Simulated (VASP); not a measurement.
Y5F, 6 atoms in the cell. The structure is tetragonal, space group I4/m (No. 87). The conventional cell has a = 8.133 Å, b = 8.133 Å, c = 5.114 Å, α = 90.00°, β = 90.00°, γ = 90.00°. Y (site symmetry m) has 1 F at 2.58 Å within 3.4 Å. Y (site symmetry 4/m) has 2 F at 2.56 Å within 3.4 Å. F (site symmetry 4/m) has 6 Y at 2.56 to 2.58 Å within 3.4 Å. 

| Item | Value |
| --- | --- |
| Program | VASP 6.6.1 |
| Task | relaxation of shape and atoms at fixed volume |
| Functional | PBE |
| Potentials or basis | VASP PAW PBE potentials, release 64 (Y_sv, F) |
| Cutoff | 600 eV |
| k mesh | 8 × 8 × 8 |
| Occupations | gaussian, width 0.1 eV |
| Spin | no spin polarisation |
| Dipole correction | no |
| Further INCAR settings | ALGO = Fast; EDIFF = 1e-06; IBRION = 2; EDIFFG = -0.01; NSW = 50; ISIF = 4 |

Potentials or basis: VASP PAW PBE potentials, release 64 (Y_sv, F).

Command:

```bash
$ cat potpaw_PBE.64/Y_sv/POTCAR potpaw_PBE.64/F/POTCAR > POTCAR
$ mpirun -np 1 vasp_std > vasp.out
```

Hardware: 1 thread of Oxide Virtual Turin-like Processor, with other jobs on the host.

Task: How long does it take, and how much memory?

Result: Wall time 35 min on 1 thread of Oxide Virtual Turin-like Processor, on a shared host, peak memory 0.67 GiB. Counts: scf iterations 26, k points 78, ion steps 2.
